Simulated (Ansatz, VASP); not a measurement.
One calculation of Yb, two programs

File INCAR:

```
  ALGO = Normal
  EDIFF = 1E-6
  ENCUT = 520
  GGA = PS
  ISIF = 2
  ISMEAR = -1
  ISPIN = 2
  LASPH = T
  LCHARG = F
  LMAXMIX = 6
  LORBIT = 11
  LREAL = F
  LWAVE = F
  MAGMOM = 1 1
  NBANDS = 35
  NELM = 150
  NUPDOWN = 2.0
  PREC = Accurate
  SIGMA = 0.05
```

The input KPOINTS:

```
k-points
0
Gamma
  7 7 4
```

Contents of POSCAR:

```
Yb
1.0
    3.8799000000      0.0000000000      0.0000000000
   -1.9399500000      3.3600919641      0.0000000000
    0.0000000000      0.0000000000      6.3859000000
Yb
2
Direct
    0.6666666667      0.3333333333      0.7500000000
    0.3333333333      0.6666666667      0.2500000000
```

Contents of input.yaml:

```yaml
crystal:
  lattice:
    - [3.8799, 0.0, 0.0]
    - [-1.93995, 3.3600919641, 0.0]
    - [0.0, 0.0, 6.3859]
  atoms:
    - { symbol: Yb, position: [0.6666666667, 0.3333333333, 0.75], spin: 1.0 }
    - { symbol: Yb, position: [0.3333333333, 0.6666666667, 0.25], spin: 1.0 }
hamiltonian:
  xc: pbesol
  pseudopotentials: { kind: paw }
magnetization:
  spin_polarized: true
  initial_magnetization: 2.0
  spin_locking: { lock_magnetization: hard }
kpoints:
  mp_grid: { grid: [7, 7, 4] }
scf:
  occupations: { method: fermi_dirac, width: 0.05 }
  lower_state_search: "off"
output:
  forces: true
  stress: true
  eigenvalues: true
  write_density: true
  write_potential: true
  elf: true
  volumetric_format: npy
```

Alike in both runs: task single point; functional PBEsol; k mesh 7 × 7 × 4; occupations fermi-dirac, width 0.05 eV; collinear spin; fixed moment 2 μB.

|  | VASP | Ansatz |
| --- | --- | --- |
| version | VASP 6.6.1 | Ansatz 0.2.0 |
| potentials or method | VASP PAW PBE potentials, release 64 (Yb) | Ansatz PAW |
| plane-wave cutoff (eV) | 520 | 420 |
| valence electrons in the cell | 48 | 48 |

Ansatz gave:

```
pressure (GPa)                                                : -3.4
traceless stress, the component that is largest in VASP (GPa) : -0.84
net moment per atom (μB)                                      : 1.00
size of the moment on the site where the two differ most (μB) : 0.62
```

Problem. Which values does VASP return?

Solution. Pressure (GPa): -4.9; traceless stress, the component that is largest in VASP (GPa): -0.82; net moment per atom (μB): 1.00; size of the moment on the site where the two differ most (μB): 0.45.

VASP's potentials were made for PBE, not for PBEsol. Site moments also hang on the region over which each program counts them.

Neither program's run includes spin-orbit coupling.
